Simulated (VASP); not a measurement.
# SnSe (Fm-3m) in VASP: further runs, part 2 of 2

VASP 6.6.1. Earlier steps stand in the parts before.

## (4) Single point, revPBE+D3(BJ) (26.91 Å³/atom)

This run uses another cell than the first one, of 26.91 Å³/atom.

INCAR reads:

```
  ALGO = Normal
  EDIFF = 1E-6
  ENCUT = 500
  GGA = RE
  GGA_COMPAT = F
  ISIF = 2
  ISMEAR = 0
  IVDW = 12
  LASPH = T
  LCHARG = T
  LELF = T
  LREAL = F
  LVHAR = T
  LWAVE = F
  NBANDS = 17
  NELM = 120
  PREC = Accurate
  SIGMA = 0.05
```

KPOINTS reads:

```
k-points
0
Gamma
  8 8 8
```

POSCAR reads:

```
SnSe
1.0
    0.0000000000      2.9967982363      2.9967982363
    2.9967982363      0.0000000000      2.9967982363
    2.9967982363      2.9967982363      0.0000000000
Sn Se
1 1
Direct
    0.0000000000      0.0000000000      0.0000000000
    0.5000000000      0.5000000000      0.5000000000
```

Potentials or basis: VASP PAW PBE potentials, release 64 (Sn_d, Se).

Started as:

```
$ cat potpaw_PBE.64/Sn_d/POTCAR potpaw_PBE.64/Se/POTCAR > POTCAR
$ mpirun -np 1 vasp_std > vasp.out
```

OUTCAR:

```text
EDIFF = 1E-6
   ENCUT = 500
   GGA = RE
   ISIF = 2
   ISMEAR = 0
   IVDW = 12
   LASPH = T
   LREAL = F
   NELM = 120
   PREC = Accurate
 IVDW          = 12

 ion  position               nearest neighbor table
   1  0.000  0.000  0.000-   2 3.00   2 3.00   2 3.00   2 3.00   2 3.00   2 3.00
   2  0.500  0.500  0.500-   1 3.00   1 3.00   1 3.00   1 3.00   1 3.00   1 3.00

  LATTYP: Found a face centered cubic cell.
 ALAT       =     5.9935964726

  Lattice vectors:

 A1 = (   0.0000000000,   2.9967982363,   2.9967982363)
 A2 = (   2.9967982363,   0.0000000000,   2.9967982363)
 A3 = (   2.9967982363,   2.9967982363,   0.0000000000)

Analysis of symmetry for initial positions (statically):
=====================================================================
 Subroutine PRICEL returns:
 Original cell was already a primitive cell.

 Routine SETGRP: Setting up the symmetry group for a
 face centered cubic supercell.

 Subroutine GETGRP returns: Found 48 space group operations
 (whereof 48 operations were pure point group operations)
 out of a pool of 48 trial point group operations.

The static configuration has the point symmetry O_h .

Analysis of symmetry for dynamics (positions and initial velocities):
=====================================================================
 Subroutine PRICEL returns:
 Original cell was already a primitive cell.

 Routine SETGRP: Setting up the symmetry group for a
 face centered cubic supercell.

 Subroutine GETGRP returns: Found 48 space group operations
 (whereof 48 operations were pure point group operations)
 out of a pool of 48 trial point group operations.

The dynamic configuration has the point symmetry O_h .

 Subroutine INISYM returns: Found 48 space group operations
 (whereof 48 operations are pure point group operations),
 and found     1 'primitive' translations

[... 111 lines left out ...]
   IALGO  =     38    algorithm
   IMIX   =      4    mixing-type and parameters
     AMIX     =   0.40;   BMIX     =  1.00
     AMIX_MAG =   1.60;   BMIX_MAG =  1.00
  volume/ion in A,a.u.               =      26.91       181.62
  Fermi-wavevector in a.u.,A,eV,Ry     =   1.176930  2.224075 18.846306  1.385164
  Thomas-Fermi vector in A             =   2.313285
   LORBIT       =      0    0 simple, 1 ext, 2 COOP (PROOUT), +10 PAW based schemes
   GGA     = RE    functional components
   LHFCALC =     F    Hartree Fock is set to
   AEXX    =    0.0000 exact exchange contribution
   IVDW    =    12    specifies the selected vdW correction
   LEPSILON=     F    determine dielectric tensor
   LRPA    =     F    only Hartree local field effects (RPA)
 non-spin polarized calculation
 Gauss-broadening in eV      SIGMA  =   0.05
  energy-cutoff  :      500.00
  volume of cell :       53.83
 maximum number of plane-waves:      1384
   NGX = 15   NGY = 15   NGZ = 15

 number of electron      20.0000007 magnetization

 Free energy of the ion-electron system (eV)
  ---------------------------------------------------
  ext. energy  EPLUGINS =         0.00000000
  ---------------------------------------------------
  free energy    TOTEN  =        -7.59326972 eV

  energy without entropy =       -7.59326972  energy(sigma->0) =       -7.59326972

 E-fermi :   6.1688     XC(G=0):  -9.5721

 val. band max:        5.8534962975   @ k =   0.5000   0.0000   0.0000
 cond. band min:       6.4667740979   @ k =   0.5000   0.0000   0.0000
 fundamental gap:      0.6132778004
 Fermi energy:         6.1688230047

 k-point     1 :       0.0000    0.0000    0.0000
  band No.  band energies     occupation
      1     -15.8382      2.00000
      2     -15.8382      2.00000
      3     -15.8382      2.00000
      4     -15.8344      2.00000
      5     -15.8344      2.00000
      6      -8.1250      2.00000
[... 457 lines left out ...]
      4     -15.8288      2.00000
      5     -15.8234      2.00000
      6      -7.0133      2.00000
[... 9 lines left out ...]
     16      16.6836      0.00000
     17      16.7298      0.00000

 [... further k-points ...]

------------------------ aborting loop because EDIFF is reached ----------------------------------------

 Edisp (eV)   -1.35814

 E8    (eV) :    -0.9636

  FORCE on cell =-STRESS in cart. coord.  units (eV):
  Direction    XX          YY          ZZ          XY          YZ          ZX
  --------------------------------------------------------------------------------------
  -------------------------------------------------------------------------------------
  Total      -0.45713    -0.45713    -0.45713     0.00000     0.00000    -0.00000
  in kB     -13.60644   -13.60644   -13.60644     0.00000     0.00000    -0.00000
  external pressure =      -13.61 kB  Pullay stress =        0.00 kB

 VOLUME and BASIS-vectors are now :
 -----------------------------------------------------------------------------
  energy-cutoff  :      500.00
  volume of cell :       53.83
      direct lattice vectors                 reciprocal lattice vectors
     0.000000000  2.996798236  2.996798236    -0.166844732  0.166844732  0.166844732
     2.996798236  0.000000000  2.996798236     0.166844732 -0.166844732  0.166844732
     2.996798236  2.996798236  0.000000000     0.166844732  0.166844732 -0.166844732

 POSITION                                       TOTAL-FORCE (eV/Angst)
 -----------------------------------------------------------------------------------
      0.00000      0.00000      0.00000        -0.000000     -0.000000      0.000000
      2.99680      2.99680      2.99680         0.000000      0.000000     -0.000000
 -----------------------------------------------------------------------------------
    total drift:                                0.000000     -0.000000     -0.000000

  FREE ENERGIE OF THE ION-ELECTRON SYSTEM (eV)
  ---------------------------------------------------
  free  energy   TOTEN  =        -8.9514072110 eV

  energy  without entropy=       -8.9514072110  energy(sigma->0) =       -8.95140721
```

stdout:

```text
POSCAR found type information on POSCAR SnSe
 POSCAR found :  2 types and       2 ions
 scaLAPACK will be used
 -----------------------------------------------------------------------------
|                                                                             |
|                                                                             |
|     You enforced a specific xc type in the INCAR file but a different       |
|     I HOPE YOU KNOW WHAT YOU ARE DOING!                                     |
|                                                                             |
 -----------------------------------------------------------------------------

 LDA part: xc-table for (Slater+PW92), standard interpolation
 POSCAR, INCAR and KPOINTS ok, starting setup
 FFT: planning ... GRIDC
 FFT: planning ... GRID_SOFT
 FFT: planning ... GRID
 WAVECAR not read
 entering main loop
```

Wall time 18 s (1 thread of Intel Xeon Platinum 8259CL at 2.50GHz (Skylake/Cascade Lake), shared host); peak memory 0.19 GiB.

What came out:

```yaml
Free_energy: -8.9514 eV
Pressure: -1.4 GPa
Band_gap_on_the_k_mesh: 0.61 eV
Dispersion_energy_per_atom: -0.679 eV
```

Caveat: the PAW data sets were made with another functional, which shifts forces and pressure a little; spin-orbit coupling is left out, which moves the levels of the heavy elements. A k mesh can miss the band edges.

## (5) Single point, revPBE+D3(BJ) (26.75 Å³/atom)

This run uses another cell than the first one, of 26.75 Å³/atom.

INCAR reads:

```
ALGO     = Normal         # electronic algorithm
EDIFF    = 1E-6           # SCF threshold, eV
ENCUT    = 500            # plane-wave cutoff, eV
GGA      = RE             # functional
GGA_COMPAT= F            
ISIF     = 2              # what is computed and relaxed
ISMEAR   = 0              # smearing method
IVDW     = 12             # dispersion correction
LASPH    = T              # aspherical terms in the spheres
LCHARG   = F              # write CHGCAR
LREAL    = F              # projectors in reciprocal space
LWAVE    = F              # write WAVECAR
NBANDS   = 17             # bands
NELM     = 120            # most SCF steps
PREC     = Accurate       # precision mode
SIGMA    = 0.05           # smearing width, eV
```

KPOINTS is that of step 4.

POSCAR reads:

```
SnSe
1.0
    0.0000000000      2.9905687566      2.9905687566
    2.9905687566      0.0000000000      2.9905687566
    2.9905687566      2.9905687566      0.0000000000
Sn Se
1 1
Direct
    0.0000000000      0.0000000000      0.0000000000
    0.5000000000      0.5000000000      0.5000000000
```

Started as:

```
$ cat potpaw_PBE.64/Sn_d/POTCAR potpaw_PBE.64/Se/POTCAR > POTCAR
$ mpirun -np 1 vasp_std > vasp.out
```

Wall time 17 s (1 thread of Intel Xeon Platinum 8259CL at 2.50GHz (Skylake/Cascade Lake), shared host); peak memory 0.19 GiB.

It converged, with:

- Free energy: -8.9538 eV
- Pressure: -1.1 GPa
- Band gap on the k mesh: 0.64 eV
- Dispersion energy per atom: -0.683 eV

Levels at points of the mesh, in eV from the valence-band top:
```csv
k point,band 6,band 7,band 8,band 9,band 10,band 11,band 12,band 13,band 14,band 15
"(0.00, 0.00, 0.00)",-14.02,-4.98,-2.29,-2.29,-2.29,4.39,4.39,4.39,5.82,5.82
"(0.50, 0.00, 0.00)",-13.04,-8.15,-2.04,-2.04,0.00,0.64,1.23,1.23,8.33,10.19
"(0.50, 0.50, 0.00)",-12.75,-6.00,-5.62,-3.76,-3.76,2.97,5.46,5.46,6.10,10.45
```

Caveat: the PAW data sets were made with another functional, which shifts forces and pressure a little; spin-orbit coupling is left out, which moves the levels of the heavy elements. A k mesh can miss the band edges.

## (6) The runs side by side

| level | cell | gap on the mesh (eV) | pressure (GPa) |
| --- | --- | --- | --- |
| PBE | a = 4.257 Å, angles 60.0°, 2 atoms | 0.58 | 0.9 |
| revPBE+D3(BJ) | a = 4.257 Å, angles 60.0°, 2 atoms | 0.55 | -2.0 |
| revPBE+D3(BJ) | a = 4.238 Å, angles 60.0°, 2 atoms | 0.61 | -1.4 |
| revPBE+D3(BJ) | a = 4.229 Å, angles 60.0°, 2 atoms | 0.64 | -1.1 |

Alike in all rows: task single point; potentials or basis VASP PAW PBE potentials, release 64 (Sn_d, Se); no spin polarisation; k mesh 8 × 8 × 8; cutoff (eV) 500; smearing gaussian 0.05 eV.

Caveats: spin-orbit coupling is left out, which moves the levels of the heavy elements; the PAW data sets were made with another functional, which shifts forces and pressure a little (at least some runs).

Absolute energies hang on the potentials; compare differences alone.
